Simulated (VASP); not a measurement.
# WS2 (P6_3/mmc) in VASP: vibrations by perturbation theory with LDA

Aim: the vibrations by perturbation theory of WS2 with LDA.

All numbers are computed with VASP 6.6.1; they aren't measurements. Logs are shortened: lines on timing, memory, paths and dates and some standing lists are left out, and cuts for length are marked.

### Step 1. The cell of the first run

The structure is hexagonal, space group P6_3/mmc (No. 194). Conventional cell: a = 3.180 Å, b = 3.180 Å, c = 12.500 Å, α = 90.00°, β = 90.00°, γ = 120.00°. Within 3.2 Å of W (site symmetry -6m2) lie 6 S at 2.40 Å and 6 W at 3.18 Å. Within 3.2 Å of S (site symmetry 3m) lie 3 W at 2.40 Å and 7 S at 3.09 to 3.18 Å.

### Step 2. Vibrations by perturbation theory, LDA

INCAR reads:

```
SYSTEM = WS2
ALGO     = Normal         ! electronic algorithm
EDIFF    = 1E-8           ! SCF threshold, eV
ENCUT    = 520            ! plane-wave cutoff, eV
IBRION   = 8              ! ionic algorithm
ISIF     = 2              ! what is computed and relaxed
ISMEAR   = 0              ! smearing method
KPAR     = 4            
LASPH    = .TRUE.         ! aspherical terms in the spheres
LCHARG   = .TRUE.         ! write CHGCAR
LREAL    = .FALSE.        ! projectors in reciprocal space
LWAVE    = .FALSE.        ! write WAVECAR
NBANDS   = 35             ! bands
NELM     = 100            ! most SCF steps
NSW      = 1              ! ionic steps
PREC     = Accurate       ! precision mode
SIGMA    = 0.01           ! smearing width, eV
```

KPOINTS reads:

```
k-points
0
G
  12 12 3
  0 0 0
```

POSCAR reads:

```
WS2
1.0
    3.1800000000      0.0000000000      0.0000000000
   -1.5900000000      2.7539607840      0.0000000000
    0.0000000000      0.0000000000     12.5000000000
W S
2 4
Direct
    0.3333333333      0.6666666667      0.2500000000
    0.6666666667      0.3333333333      0.7500000000
    0.3333333333      0.6666666667      0.6264347796
    0.6666666667      0.3333333333      0.1264347796
    0.3333333333      0.6666666667      0.8735652204
    0.6666666667      0.3333333333      0.3735652204
```

Potentials or basis: VASP PAW LDA potentials, release 64 (W_sv, S).

Started as:

```sh
cat potpaw_LDA.64/W_sv/POTCAR potpaw_LDA.64/S/POTCAR > POTCAR
mpirun -np 4 vasp_std > vasp.out
```

OUTCAR:

```text
SYSTEM = WS2
   EDIFF = 1E-8
   ENCUT = 520
   IBRION = 8
   ISIF = 2
   ISMEAR = 0
   LASPH = .TRUE.
   LREAL = .FALSE.
   NELM = 100
   NSW = 1
   PREC = Accurate

 ion  position               nearest neighbor table
   1  0.333  0.667  0.250-   4 2.40   6 2.40   4 2.40   6 2.40   4 2.40   6 2.40
   2  0.667  0.333  0.750-   3 2.40   5 2.40   3 2.40   5 2.40   3 2.40   5 2.40
   3  0.333  0.667  0.626-   2 2.40   2 2.40   2 2.40
   4  0.667  0.333  0.126-   1 2.40   1 2.40   1 2.40
   5  0.333  0.667  0.874-   2 2.40   2 2.40   2 2.40
   6  0.667  0.333  0.374-   1 2.40   1 2.40   1 2.40

  LATTYP: Found a hexagonal cell.
 ALAT       =     3.1800000000
 C/A-ratio  =     3.9308176101

  Lattice vectors:

 A1 = (   3.1800000000,   0.0000000000,   0.0000000000)
 A2 = (  -1.5900000000,   2.7539607840,   0.0000000000)
 A3 = (   0.0000000000,   0.0000000000,  12.5000000000)

Analysis of symmetry for initial positions (statically):
=====================================================================
 Subroutine PRICEL returns:
 Original cell was already a primitive cell.

 Routine SETGRP: Setting up the symmetry group for a
 hexagonal supercell.

 Subroutine GETGRP returns: Found 24 space group operations
 (whereof 12 operations were pure point group operations)
 out of a pool of 24 trial point group operations.

The static configuration has the point symmetry D_3d.
 The point group associated with its full space group is D_6h.

Analysis of symmetry for dynamics (positions and initial velocities):
=====================================================================
 Subroutine PRICEL returns:
 Original cell was already a primitive cell.

 Routine SETGRP: Setting up the symmetry group for a
 hexagonal supercell.

 Subroutine GETGRP returns: Found 24 space group operations
 (whereof 12 operations were pure point group operations)
 out of a pool of 24 trial point group operations.

The dynamic configuration has the point symmetry D_3d.
 The point group associated with its full space group is D_6h.

 Subroutine INISYM returns: Found 24 space group operations
 (whereof 12 operations are pure point group operations),
 and found     1 'primitive' translations

----------------------------------------------------------------------------------------

                                     Primitive cell

  volume of cell :     109.4699

  direct lattice vectors                    reciprocal lattice vectors
     3.180000000  0.000000000  0.000000000     0.314465409  0.181556688  0.000000000
    -1.590000000  2.753960784  0.000000000     0.000000000  0.363113377  0.000000000
     0.000000000  0.000000000 12.500000000     0.000000000  0.000000000  0.080000000
[... 146 lines left out ...]
 cond. band min:       8.0045817423   @ k =   0.1667   0.1667   0.0000
 fundamental gap:      0.9883737678
 Fermi energy:         7.2954111831

 k-point     1 :       0.0000    0.0000    0.0000
  band No.  band energies     occupation
      1     -67.2115      2.00000
      2     -67.2115      2.00000
      3     -31.7296      2.00000
      4     -31.7295      2.00000
      5     -31.5719      2.00000
      6     -31.5719      2.00000
[... 901 lines left out ...]
     34      10.9415      0.00000
     35      12.7524      0.00000

 [... further k-points ...]
[... 5 lines left out ...]
  --------------------------------------------------------------------------------------
  -------------------------------------------------------------------------------------
  Total       -3.2346822     -3.2346822     -0.5464863      0.0000000      0.0000000      0.0000000
  in kB      -47.3420774    -47.3420774     -7.9982503      0.0000000      0.0000000      0.0000000
  external PRESSURE =     -34.2274684 kB  Pullay stress =       0.0000000 kB

 VOLUME and BASIS-vectors are now :
 -----------------------------------------------------------------------------
  energy-cutoff  :      520.00
  volume of cell :      109.47
      direct lattice vectors                 reciprocal lattice vectors
     3.180000000  0.000000000  0.000000000     0.314465409  0.181556688  0.000000000
    -1.590000000  2.753960784  0.000000000     0.000000000  0.363113377  0.000000000
     0.000000000  0.000000000 12.500000000     0.000000000  0.000000000  0.080000000

 POSITION                                       TOTAL-FORCE (eV/Angst)
 -----------------------------------------------------------------------------------
     -0.00000      1.83597      3.12500         0.000000     -0.000000     -0.000000
      1.59000      0.91799      9.37500        -0.000000      0.000000     -0.000000
     -0.00000      1.83597      7.83043        -0.000000      0.000000     -0.047014
      1.59000      0.91799      1.58043         0.000000      0.000000     -0.047014
     -0.00000      1.83597     10.91957        -0.000000     -0.000000      0.047014
      1.59000      0.91799      4.66957         0.000000     -0.000000      0.047014
 -----------------------------------------------------------------------------------
    total drift:                               -0.000000      0.000000     -0.000000

  FREE ENERGIE OF THE ION-ELECTRON SYSTEM (eV)
  ---------------------------------------------------
  free  energy   TOTEN  =       -52.4613546564 eV

  energy  without entropy=      -52.4613546564  energy(sigma->0) =      -52.46135466

[... ionic steps 2 to 9 ...]

--------------------------------------- Ionic step       10  -------------------------------------------

------------------------ aborting loop because EDIFF is reached ----------------------------------------

[... ionic steps 11 to 11 ...]

--------------------------------------- Ionic step       12  -------------------------------------------

 Free energy of the ion-electron system (eV)
  ---------------------------------------------------
  ---------------------------------------------------
  free energy    TOTEN  =        -0.14736751 eV

  energy without entropy =       -0.14736751

------------------------ aborting loop because EDIFF is reached ----------------------------------------

 INTERNAL STRAIN TENSOR  FOR ION    3  DIRECTION 3   (eV/Angst):
 -----------------------------------------------------------------------------
    11.49955  0.00000  0.00000
     0.00000 11.49955 -0.00000
     0.00000 -0.00000 30.99434

 INTERNAL STRAIN TENSOR FOR ION    6 for displacements in x,y,z  (eV/Angst):
          X           Y           Z          XY          YZ          ZX
  --------------------------------------------------------------------------------
  x     0.00000     0.00000     0.00000     3.45608     0.00000   -14.41358
  y     3.45608    -3.45608    -0.00000     0.00000   -15.77985     0.00000
  z   -11.49955   -11.49955   -30.99434     0.00000     0.00000     0.00000

 SECOND DERIVATIVES (NOT SYMMETRIZED)
 ------------------------------------
               1X          1Y          1Z          2X          2Y          2Z          3X          3Y          3Z          4X          4Y          4Z          5X          5Y          5Z          6X          6Y          6Z
  1X   -21.609302    0.000000    0.000000    0.043530    0.000000    0.000000    0.020780    0.000000    0.000000   10.762105    0.000000    0.000000    0.020780    0.000000    0.000000   10.762105    0.000000    0.000000
  1Y     0.000000  -21.609302    0.000000    0.000000    0.043530    0.000000    0.000000    0.020780    0.000000    0.000000   10.762105   -0.000000    0.000000    0.020780   -0.000000    0.000000   10.762105    0.000000
  1Z    -0.000000    0.000000  -32.548409   -0.000000   -0.000000    0.158351    0.000000    0.000000   -0.002187    0.000000    0.000000   16.197217    0.000000    0.000000   -0.002187   -0.000000    0.000000   16.197217
  2X     0.043530    0.000000    0.000000  -21.609302    0.000000    0.000000   10.762105    0.000000    0.000000    0.020780    0.000000    0.000000   10.762105    0.000000    0.000000    0.020780    0.000000    0.000000
  2Y     0.000000    0.043530    0.000000    0.000000  -21.609302    0.000000    0.000000   10.762105    0.000000    0.000000    0.020780   -0.000000    0.000000   10.762105   -0.000000    0.000000    0.020780    0.000000
  2Z    -0.000000   -0.000000    0.158351   -0.000000    0.000000  -32.548409   -0.000000    0.000000   16.197217    0.000000    0.000000   -0.002187    0.000000    0.000000   16.197217    0.000000    0.000000   -0.002187
  3X     0.023855    0.000000    0.000000   10.763734    0.000000    0.000000  -10.506906    0.000000    0.000000   -0.006477    0.000000    0.000000   -0.310139    0.000000    0.000000    0.035934    0.000000    0.000000
  3Y    -0.000000    0.023855    0.000000    0.000000   10.763734   -0.000000    0.000000  -10.506906   -0.000000   -0.000000   -0.006477    0.000000    0.000000   -0.310139    0.000000    0.000000    0.035934    0.000000
  3Z     0.000000   -0.000000    0.009534    0.000000    0.000000   16.181998    0.000000    0.000000  -18.400703    0.000000   -0.000000    0.061692   -0.000000    0.000000    2.107399    0.000000    0.000000    0.040081
  4X    10.763734    0.000000    0.000000    0.023855    0.000000    0.000000   -0.006477    0.000000   -0.000000  -10.506906    0.000000    0.000000    0.035934    0.000000    0.000000   -0.310139    0.000000   -0.000000
  4Y     0.000000   10.763734    0.000000    0.000000    0.023855   -0.000000    0.000000   -0.006477   -0.000000    0.000000  -10.506906    0.000000    0.000000    0.035934   -0.000000    0.000000   -0.310139   -0.000000
  4Z     0.000000    0.000000   16.181998    0.000000    0.000000    0.009534    0.000000    0.000000    0.061692    0.000000    0.000000  -18.400703    0.000000   -0.000000    0.040081    0.000000   -0.000000    2.107399
  5X     0.023855    0.000000    0.000000   10.763734    0.000000    0.000000   -0.310139    0.000000   -0.000000    0.035934    0.000000    0.000000  -10.506906    0.000000    0.000000   -0.006477    0.000000   -0.000000
  5Y     0.000000    0.023855   -0.000000    0.000000   10.763734    0.000000    0.000000   -0.310139   -0.000000    0.000000    0.035934   -0.000000    0.000000  -10.506906    0.000000    0.000000   -0.006477   -0.000000
  5Z     0.000000    0.000000    0.009534    0.000000    0.000000   16.181998    0.000000   -0.000000    2.107399    0.000000   -0.000000    0.040081    0.000000    0.000000  -18.400703    0.000000    0.000000    0.061692
  6X    10.763734    0.000000    0.000000    0.023855    0.000000    0.000000    0.035934    0.000000    0.000000   -0.310139    0.000000    0.000000   -0.006477    0.000000    0.000000  -10.506906    0.000000    0.000000
  6Y     0.000000   10.763734   -0.000000   -0.000000    0.023855    0.000000    0.000000    0.035934    0.000000    0.000000   -0.310139    0.000000   -0.000000   -0.006477    0.000000    0.000000  -10.506906   -0.000000
  6Z     0.000000    0.000000   16.181998    0.000000   -0.000000    0.009534    0.000000    0.000000    0.040081   -0.000000    0.000000    2.107399    0.000000   -0.000000    0.061692    0.000000    0.000000  -18.400703

 Eigenvectors and eigenvalues of the dynamical matrix
 ----------------------------------------------------

   1 f  =   12.949809 THz    81.366047 2PiTHz  431.959118 cm-1    53.556081 meV
             X         Y         Z           dx          dy          dz
     -0.000000  1.835974  3.125000    -0.000000    0.000000   -0.357758
      1.590000  0.917987  9.375000     0.000000   -0.000000    0.357758
     -0.000000  1.835974  7.830435    -0.000000    0.000000   -0.431283
      1.590000  0.917987  1.580435     0.000000   -0.000000    0.431283
     -0.000000  1.835974 10.919565    -0.000000    0.000000   -0.431283
      1.590000  0.917987  4.669565     0.000000   -0.000000    0.431283
[... 145 lines left out ...]
  18 f/i=    0.001005 THz     0.006316 2PiTHz    0.033531 cm-1     0.004157 meV
             X         Y         Z           dx          dy          dz
     -0.000000  1.835974  3.125000    -0.181011    0.581351   -0.000000
      1.590000  0.917987  9.375000    -0.181011    0.581351   -0.000000
     -0.000000  1.835974  7.830435    -0.075579    0.242736   -0.000000
      1.590000  0.917987  1.580435    -0.075579    0.242736   -0.000000
     -0.000000  1.835974 10.919565    -0.075579    0.242736   -0.000000
      1.590000  0.917987  4.669565    -0.075579    0.242736   -0.000000

--------------------------------------------------------------------------------------------------------

 ELASTIC MODULI CONTR FROM IONIC RELAXATION (kBar)
 Direction    XX          YY          ZZ          XY          YZ          ZX
 --------------------------------------------------------------------------------
 XX        -463.2600   -292.5271  -1018.5239      0.0000      0.0000     -0.0000
 YY        -292.5271   -463.2600  -1018.5239     -0.0000     -0.0000      0.0000
 ZZ       -1018.5239  -1018.5239  -2745.1933     -0.0000     -0.0000     -0.0000
 XY           0.0000     -0.0000     -0.0000    -85.3665      0.0000     -0.0000
 YZ           0.0000     -0.0000     -0.0000      0.0000  -1423.6928      0.0000
 ZX          -0.0000      0.0000     -0.0000     -0.0000      0.0000  -1187.8302
 --------------------------------------------------------------------------------
```

Wall time 26 min (4 MPI ranks of Oxide Virtual Turin-like, shared host); peak memory 1.4 GiB.

Results:

- Highest phonon frequency at Γ, LO-TO splitting left out: 432 cm⁻¹

Phonon frequencies in cm⁻¹ (negative: imaginary):
```
              q point                                                     frequencies
(0.000, 0.000, 0.000)  0 0 0 20 20 29 293 293 295 295 351 351 352 352 417 417 430 432
```

Caveat: the cell stands under pressure or tension, which shifts response properties; spin-orbit coupling is left out, which moves the levels of the heavy elements.
